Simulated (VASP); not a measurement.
# C in VASP: further runs, part 2 of 2

VASP 6.6.1. Earlier steps stand in the parts before.

## 4. Relaxation of cell and atoms, PBE

This run uses another cell than the first one, of 22.27 Å³/atom, 1.009 times its volume.

File INCAR:

```
PREC = Accurate
ENCUT = 910
EDIFF = 1E-7
ISMEAR = -1
SIGMA = 0.05
LREAL = F
LASPH = T
NELM = 120
ALGO = Normal
ISIF = 3
LWAVE = F
LCHARG = F
GGA = PE
IBRION = 2
NSW = 60
EDIFFG = -0.01
GGA_COMPAT = F
NELMIN = 4
```

File KPOINTS:

```
Automatic mesh
0
Gamma
  12 12 3
```

File POSCAR:

```
C
1.0
    2.4561701622      0.0000000000      0.0000000000
   -1.2280850811      2.1271057565      0.0000000000
    0.0000000000      0.0000000000      8.5238033600
C
2
Direct
    0.6666666667      0.3333333333      0.0000000000
    0.3333333333      0.6666666667      0.0000000000
```

Potentials or basis: VASP PAW PBE potentials, release 64 (C_h).

On the command line:

```console
$ cat potpaw_PBE.64/C_h/POTCAR > POTCAR
$ mpirun -np 1 vasp_std > vasp.out
```

OUTCAR:

```text
PREC = Accurate
   ENCUT = 910
   EDIFF = 1E-7
   ISMEAR = -1
   LREAL = F
   LASPH = T
   NELM = 120
   ISIF = 3
   GGA = PE
   IBRION = 2
   NSW = 60
   EDIFFG = -0.01
   NELMIN = 4

 ion  position               nearest neighbor table
   1  0.667  0.333  0.000-   2 1.42   2 1.42   2 1.42
   2  0.333  0.667  0.000-   1 1.42   1 1.42   1 1.42

  LATTYP: Found a hexagonal cell.
 ALAT       =     2.4561701622
 C/A-ratio  =     3.4703635323

  Lattice vectors:

 A1 = (   2.4561701622,   0.0000000000,   0.0000000000)
 A2 = (  -1.2280850811,   2.1271057565,   0.0000000000)
 A3 = (   0.0000000000,   0.0000000000,   8.5238033600)

Analysis of symmetry for initial positions (statically):
=====================================================================
 Subroutine PRICEL returns:
 Original cell was already a primitive cell.

 Routine SETGRP: Setting up the symmetry group for a
 hexagonal supercell.

 Subroutine GETGRP returns: Found 24 space group operations
 (whereof 24 operations were pure point group operations)
 out of a pool of 24 trial point group operations.

The static configuration has the point symmetry D_6h.

Analysis of symmetry for dynamics (positions and initial velocities):
=====================================================================
 Subroutine PRICEL returns:
 Original cell was already a primitive cell.

 Routine SETGRP: Setting up the symmetry group for a
 hexagonal supercell.

 Subroutine GETGRP returns: Found 24 space group operations
 (whereof 24 operations were pure point group operations)
 out of a pool of 24 trial point group operations.

The dynamic configuration has the point symmetry D_6h.

 Subroutine INISYM returns: Found 24 space group operations
 (whereof 24 operations are pure point group operations),
 and found     1 'primitive' translations

[... 120 lines left out ...]
   LHFCALC =     F    Hartree Fock is set to
   AEXX    =    0.0000 exact exchange contribution
   IVDW    =     0    specifies the selected vdW correction
   LEPSILON=     F    determine dielectric tensor
   LRPA    =     F    only Hartree local field effects (RPA)
 conjugate gradient relaxation of ions
 non-spin polarized calculation
  energy-cutoff  :      910.00
  volume of cell :       44.53
 maximum number of plane-waves:      2808
   NGX = 13   NGY = 13   NGZ = 41

--------------------------------------- Ionic step        1  -------------------------------------------

 number of electron       8.0000000 magnetization

 Free energy of the ion-electron system (eV)
  ---------------------------------------------------
  ext. energy  EPLUGINS =         0.00000000
  ---------------------------------------------------
  free energy    TOTEN  =       -18.47853654 eV

  energy without entropy =      -18.47661113  energy(sigma->0) =      -18.47757384

------------------------ aborting loop because EDIFF is reached ----------------------------------------

  FORCE on cell =-STRESS in cart. coord.  units (eV):
  Direction    XX          YY          ZZ          XY          YZ          ZX
  --------------------------------------------------------------------------------------
  -------------------------------------------------------------------------------------
  Total        0.5452402      0.5452402     -0.0332699     -0.0000000     -0.0000000      0.0000000
  in kB       19.6163177     19.6163177     -1.1969634     -0.0000000     -0.0000000      0.0000000
  external PRESSURE =      12.6785574 kB  Pullay stress =       0.0000000 kB
[... 275 lines left out ...]
--------------------------------------- Ionic step        9  -------------------------------------------

 number of electron       8.0000000 magnetization

 Free energy of the ion-electron system (eV)
  ---------------------------------------------------
  ext. energy  EPLUGINS =         0.00000000
  ---------------------------------------------------
  free energy    TOTEN  =       -18.48153334 eV

  energy without entropy =      -18.47960793  energy(sigma->0) =      -18.48057063

 E-fermi :  -0.2823     XC(G=0):  -5.1720

 val. band max:       -0.2822810730   @ k =   0.3333   0.3333   0.3333
 cond. band min:      -0.2821894823   @ k =   0.3333   0.3333   0.0000
 fundamental gap:      0.0000915906
 Fermi energy:        -0.2822505441

 k-point     1 :       0.0000    0.0000    0.0000
  band No.  band energies     occupation
      1     -19.8096      2.00000
      2      -7.9018      2.00000
      3      -3.3402      2.00000
      4      -3.3402      2.00000
      5       2.6700      0.00000
      6       5.1935      0.00000
      7       7.0021      0.00000
      8       8.0281      0.00000
[... 243 lines left out ...]
 k-point    24 :       0.3333   -0.0000    0.3333
  band No.  band energies     occupation
      1     -17.2264      2.00000
      2      -9.9267      2.00000
      3      -6.0802      2.00000
      4      -4.9076      2.00000
      5       4.6240      0.00000
      6       6.5941      0.00000
      7       7.3897      0.00000
      8       7.6810      0.00000

 [... further k-points ...]
[... 5 lines left out ...]
  --------------------------------------------------------------------------------------
  -------------------------------------------------------------------------------------
  Total       -0.0015575     -0.0015575     -0.0199090      0.0000000      0.0000000      0.0000000
  in kB       -0.0574524     -0.0574524     -0.7344119      0.0000000      0.0000000      0.0000000
  external PRESSURE =      -0.2831056 kB  Pullay stress =       0.0000000 kB
[... 17 lines left out ...]
  FREE ENERGIE OF THE ION-ELECTRON SYSTEM (eV)
  ---------------------------------------------------
  free  energy   TOTEN  =       -18.4815333377 eV

  energy  without entropy=      -18.4796079292  energy(sigma->0) =      -18.48057063

 reached required accuracy - stopping structural energy minimisation
```

CONTCAR:

```text
C
   1.00000000000000
     2.4659393828827643    0.0000000000000000    0.0000000000000000
    -1.2329696914413821    2.1355661497866603    0.0000000000000000
    -0.0000000000000000    0.0000000000000000    8.2475462109760596
  C
     2
Direct
     0.6666666667000030    0.3333333332999970    0.0000000000000000
     0.3333333332999970    0.6666666667000030    1.0000000000000000

  0.00000000E+00  0.00000000E+00  0.00000000E+00
  0.00000000E+00  0.00000000E+00  0.00000000E+00
```

It took 2.5 min on 1 thread of AMD EPYC 9R45 (Zen 5), shared host; peak memory 0.18 GiB.

Results:

| Quantity | Value |
| --- | --- |
| Free energy | -18.4815 eV |
| Relaxed cell | a = 2.466 Å, b = 2.466 Å, c = 8.248 Å, α = 90.00°, β = 90.00°, γ = 120.00° |
| Space group after relaxing (to 0.05 Å) | P6/mmm (No. 191) |
| Energy gained by relaxing | 1.5 meV/atom |
| Ionic steps | 9 |
| Band gap on the k mesh | zero (filled and empty bands touch) |

Step by step:
| step | energy change (eV) | largest force (eV/Å) | pressure (GPa) | volume (Å³) |
| --- | --- | --- | --- | --- |
| 1 | 0.0000 | 0.0000 | 1.27 | 44.53 |
| 2 | 0.0092 | 0.0000 | -2.93 | 45.68 |
| 3 | -0.0021 | 0.0000 | -0.05 | 44.88 |
| 4 | -0.0021 | 0.0000 | -0.03 | 44.87 |
| 5 | -0.0022 | 0.0000 | -0.03 | 44.84 |
| 6 | -0.0022 | 0.0000 | -0.03 | 44.74 |
| 7 | -0.0024 | 0.0000 | -0.03 | 44.56 |
| 8 | -0.0026 | 0.0000 | -0.03 | 44.18 |
| 9 | -0.0030 | 0.0000 | -0.03 | 43.43 |

Final structure:
```
C
1.0
     2.46594    0.00000    0.00000
    -1.23297    2.13557    0.00000
     0.00000    0.00000    8.24755
C
2
Cartesian
  1.2330 0.7119 0.0000
  0.0000 1.4237 8.2475
```

Caveat: the cutoff is under 1.25 times the usual one of these potentials, so pressure, stress and relaxed cells hold a basis-set (Pulay) error.

## 5. Overview

| task | level | potentials or basis | cell | k mesh | cutoff (eV) | grid for exact exchange (PRECFOCK) | share of exact exchange | screening parameter | second run | gap on the mesh (eV) | relaxed volume (Å³/atom) |
| --- | --- | --- | --- | --- | --- | --- | --- | --- | --- | --- | --- |
| single point | PBEsol-based screened hybrid | VASP PAW PBE potentials, release 64 (C) | a = 2.445, b = 2.445, c = 8.524 Å, angles 90.0, 90.0, 120.0°, 2 atoms | 6 × 6 × 2 | 520 | Normal | 0.25 | 0.207 1/Å | - | none | - |
| relaxation of cell and atoms | PBE+D3(BJ) | VASP PAW PBE potentials, release 64 (C) | relaxed from a = 2.456, b = 2.456, c = 8.524 Å, angles 90.0, 90.0, 120.0°, 2 atoms | 12 × 12 × 3 | 600 | - | - | - | - | none | 9.43 |
| relaxation of cell and atoms | PBE | VASP PAW PBE potentials, release 64 (C_h) | relaxed from a = 2.456, b = 2.456, c = 8.524 Å, angles 90.0, 90.0, 120.0°, 2 atoms | 12 × 12 × 3 | 910 | - | - | - | hard_potentials | none | 21.72 |

Alike in all rows: no spin polarisation; smearing fermi-dirac 0.05 eV.

Caveats: some runs use coarse meshes; the PAW data sets were made with another functional, which shifts forces and pressure a little (some runs); the volume moved by over 15 % at a fixed basis, so the end points are rough (some runs); the cutoff is under 1.25 times the usual one of these potentials, so pressure, stress and relaxed cells hold a basis-set (Pulay) error (some runs).

Absolute energies hang on the potentials; compare differences alone.
